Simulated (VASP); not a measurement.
A run of VASP 6.6.1:

The input INCAR:

```
SYSTEM = As
PREC = Accurate ; ENCUT = 520
EDIFF = 1E-6 ; ISMEAR = -1
SIGMA = 0.05 ; LREAL = .False.
LASPH = .True. ; NELM = 80
ALGO = Normal ; ISIF = 2
LWAVE = .False. ; LCHARG = .True.
GGA = PS ; LELF = .True.
LVHAR = .True. ; NBANDS = 12
```

File KPOINTS:

```
regular mesh
0
Gamma
  9 9 9
  0 0 0
```

Contents of POSCAR:

```
As
1.0
    1.8389460360      1.0617159889      3.1245550826
   -1.8389460360      1.0617159889      3.1245550826
    0.0000000000     -2.1234319778      3.1245550826
As
2
Direct
    0.2360703117      0.2360703117      0.2360703117
    0.7639296883      0.7639296883      0.7639296883
```

Potentials or basis: VASP PAW PBE potentials, release 64 (As).

The run is started by

```bash
$ cat potpaw_PBE.64/As/POTCAR > POTCAR
$ mpirun -np 1 vasp_std > vasp.out
```

Hardware: 1 thread of Intel(R) Xeon(R) 6975P-C (Granite Rapids), with other jobs on the host.

**Question.** How long does it take, and how much memory?

**Answer.** It took 15 s on 1 thread of Intel(R) Xeon(R) 6975P-C (Granite Rapids) (shared host), peak memory 0.17 GiB. Counts: scf iterations 10, k points 85.
